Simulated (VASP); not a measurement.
# SiS2: relaxation of shape and atoms at fixed volume with r2SCAN

The system is SiS2.

```
CELL_PARAMETERS angstrom
-3.13255 5.32589 2.79676
3.13255 -5.32589 2.79676
3.13255 5.32589 -2.79676
ATOMIC_POSITIONS crystal
Si 0.75000 0.75000 0.00000
Si 0.25000 0.25000 0.00000
S 0.89240 0.81462 0.70701
S 0.10760 0.18538 0.29299
S 0.39240 0.68538 0.07778
S 0.60760 0.31462 0.92222
```

```json
{
  "Program": "VASP 6.6.1",
  "Task": "relaxation of shape and atoms at fixed volume",
  "Functional": "r2SCAN",
  "Potentials or basis": "VASP PAW PBE potentials, release 64 (Si, S)",
  "Cutoff": "550 eV",
  "k mesh": "6 × 6 × 6",
  "Occupations": "gaussian, width 0.05 eV",
  "Spin": "no spin polarisation",
  "Dipole correction": "no",
  "Further INCAR settings": "ALGO = Normal; EDIFF = 1e-07; IBRION = 2; EDIFFG = -0.02; NSW = 60; ISIF = 4"
}
```

| Item | Value |
| --- | --- |
| Energy gained by relaxing | 2.4 meV/atom |
| Ionic steps | 4 |
| Pressure after relaxing | -0.4 GPa |
| Largest force after relaxing | 0.012 eV/Å |
| Band gap on the k mesh | 3.53 eV (least direct gap 3.91 eV) |

Forces in eV/Å, atoms in the order of the input:
```
Si   0.000  0.000  0.000
Si   0.000  0.000  0.000
S    0.004 -0.011  0.000
S   -0.004  0.011  0.000
S   -0.004 -0.011  0.000
S    0.004  0.011  0.000
```

Stress tensor (GPa, compression positive):
```
-0.37  0.00  0.00
 0.00 -0.37  0.00
 0.00  0.00 -0.46
```

The path:
| step | energy change (eV) | largest force (eV/Å) | pressure (GPa) | volume (Å³) |
| --- | --- | --- | --- | --- |
| 1 | 0.0000 | 0.3539 | -1.53 | 186.64 |
| 2 | -0.0136 | 0.0121 | -0.50 | 186.64 |
| 3 | -0.0137 | 0.0210 | -0.45 | 186.64 |
| 4 | -0.0143 | 0.0122 | -0.40 | 186.64 |

Final structure:
```
Si S
1.0
    -3.14036    5.34125    2.78178
     3.14036   -5.34125    2.78178
     3.14036    5.34125   -2.78178
Si S
2 4
Direct
  0.75000 0.75000 0.00000
  0.25000 0.25000 0.00000
  0.89348 0.81676 0.71024
  0.10652 0.18324 0.28976
  0.39348 0.68324 0.07671
  0.60652 0.31676 0.92329
```

Levels at points of the mesh, in eV from the valence-band top:
```csv
k point,band 14,band 15,band 16,band 17,band 18,band 19
"(0.00, 0.00, 0.00)",-1.09,-1.02,-0.16,4.55,4.58,4.64
"(0.50, 0.00, 0.00)",-1.04,-0.72,-0.72,3.90,3.90,5.44
"(0.00, 0.50, 0.00)",-0.84,-0.78,-0.78,3.92,3.92,5.29
"(0.50, 0.50, 0.00)",-1.48,-1.16,0.00,4.50,5.13,5.33
"(0.50, 0.50, 0.50)",-1.77,-1.37,-0.07,3.85,4.85,5.24
```

It took 74 min on 1 thread of Intel(R) Xeon(R) Platinum 8488C (Sapphire Rapids), with other jobs on the host, peak memory 0.54 GiB.

Caveat: the PAW data sets were made with another functional, which shifts forces and pressure a little. A k mesh can miss the band edges.
